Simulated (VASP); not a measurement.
A run of VASP 6.6.1 is set up as follows.

INCAR

```
PREC = Accurate
ENCUT = 520
EDIFF = 1E-6
ISMEAR = 0
SIGMA = 0.1
LREAL = Auto
LASPH = T
NELM = 100
ALGO = Normal
ISIF = 2
LWAVE = F
LCHARG = F
GGA = PE
NBANDS = 72
```

Contents of KPOINTS:

```
Automatic mesh
0
Gamma
  2 2 2
```

Contents of POSCAR:

```
Al30Ga
1.0
    8.1000000000      0.0000000000      0.0000000000
    0.0000000000      8.1000000000      0.0000000000
    0.0000000000      0.0000000000      8.1000000000
Al Ga
30 1
Direct
    0.4963538272     -0.0001577778      0.0014740741
    0.7506417284      0.2540001235     -0.0014139506
    0.7475702469     -0.0001532099      0.2529462963
    0.0011225926     -0.0001769136      0.0013085185
    0.2458996296      0.2525201235      0.0008082716
    0.5020156790      0.4998213580     -0.0066892593
    0.7506632099      0.7456722222     -0.0014335802
    0.5067269136      0.2696969136      0.2425053086
    0.7559274074      0.4998277778      0.2472534568
    0.7484014815      0.2525314815      0.5033214815
    0.7478751852     -0.0001685185      0.7480514815
   -0.0008459259      0.4998374074     -0.0006633333
    0.2458914815      0.7471349383      0.0008323457
    0.0006359259      0.2525222222      0.2460700000
    0.2485324691      0.4998340741      0.2487037037
    0.5067280247      0.7299617284      0.2425108642
    0.0013166667     -0.0001588889      0.4965071605
    0.2423260494      0.2696964198      0.5069006173
    0.5005391358      0.4998397531      0.5007039506
    0.7483725926      0.7471327160      0.5033251852
    0.2527779012     -0.0001618519      0.7477444444
    0.5031597531      0.2525318519      0.7485724691
    0.7499262963      0.4998379012      0.7500939506
    0.0006502469      0.7471400000      0.2460643210
   -0.0068702469      0.4998270370      0.5021877778
    0.2423522222      0.7299555556      0.5068893827
   -0.0015966667      0.2539950617      0.7508139506
    0.2470764198      0.4998259259      0.7561072840
    0.5031667901      0.7471325926      0.7485501235
   -0.0016048148      0.7456685185      0.7508229630
    0.3746579012     -0.0001695062      0.3748234568
```

Potentials or basis: VASP PAW PBE potentials, release 64 (Al, Ga_d).

Run with:

```console
$ cat potpaw_PBE.64/Al/POTCAR potpaw_PBE.64/Ga_d/POTCAR > POTCAR
$ mpirun -np 1 vasp_std > vasp.out
```

Predict the band gap on the k mesh.

zero (an odd number of electrons rules out a gap without spin polarisation).

Estimate the largest force.

0.017 eV/Å.

Estimate the pressure.

-0.1 GPa.

Stress tensor (GPa, compression positive):
```
 0.00  0.00 -0.41
 0.00 -0.20  0.00
-0.41  0.00  0.00
```

Caveat: the k points lie up to 0.39 Å⁻¹ apart, too coarse for converged energies and pressures of a metal.
